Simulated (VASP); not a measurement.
Li5Cl3:

```
Li Cl
1.0
     5.36300    0.00000    0.00000
    -2.68150    4.64450    0.00000
     0.00000    0.00000    6.80698
Li Cl
5 3
Cartesian
  2.6815 0.0000 0.0000
  -1.3408 2.3222 0.0000
  1.3408 2.3222 0.0000
  0.0000 0.0000 1.1943
  0.0000 0.0000 5.6127
  2.6815 0.0000 3.4035
  -1.3408 2.3222 3.4035
  1.3408 2.3222 3.4035
```

The cell was generated, and may not be a known phase.

```yaml
Program: VASP 6.6.1
Task: relaxation of cell and atoms
Functional: PBE
Potentials_or_basis: VASP PAW PBE potentials, release 64 (Li_sv, Cl)
Cutoff: 600 eV
k_mesh: 6 × 6 × 4
Occupations: gaussian, width 0.1 eV
Spin: no spin polarisation
```

At the start: pressure 4.9 GPa; volume 21.19 Å³/atom.

Task: How do energy, volume and symmetry change on relaxing?

Result: Over 16 steps the energy falls by 782.5 meV/atom and the volume is 22.80 Å³/atom (+7.6 %); space group P6/mmm (No. 191, to 0.1 Å) before and after.

Step by step:
```
step  energy change (eV)  largest force (eV/Å)  pressure (GPa)  volume (Å³)
   1              0.0000                1.5701            4.92       169.55
   2             -1.0796                1.4179            1.63       185.73
   3             -2.5463                0.9812           -2.29       225.15
   4             -3.0182                0.5563           -4.81       307.15
   5             -3.2535                0.4670           -3.98       261.35
   6             -4.3640                0.0427           -4.35       256.82
   7             -5.0182                0.3149           -4.29       251.28
   8             -4.6725                1.5026           -1.98       234.70
   9             -5.2289                0.3923           -4.07       248.03
  10             -5.3011                0.5694           -3.83       245.37
  11             -5.8417                0.2949           -2.79       220.73
  12             -6.1485                0.0971           -0.79       195.52
  13             -6.1638                0.2424            0.08       188.16
  14             -6.2495                0.1336            0.10       183.73
  15             -6.2592                0.0904            0.14       181.53
  16             -6.2603                0.0241            0.03       182.40
```

Final structure:
```
Li Cl
1.0
     6.75514    0.00000    0.00000
    -3.37757    5.85013    0.00000
     0.00000    0.00000    4.61552
Li Cl
5 3
Direct
  0.50000 0.00000 0.00000
  0.00000 0.50000 0.00000
  0.50000 0.50000 0.00000
  0.00000 0.00000 0.25617
  0.00000 0.00000 0.74383
  0.50000 0.00000 0.50000
  0.00000 0.50000 0.50000
  0.50000 0.50000 0.50000
```

Caveat: the cutoff is under 1.25 times the usual one of these potentials, so pressure, stress and relaxed cells hold a basis-set (Pulay) error; a cell axis changed by over 15 % at a fixed basis, so the end point is rough.
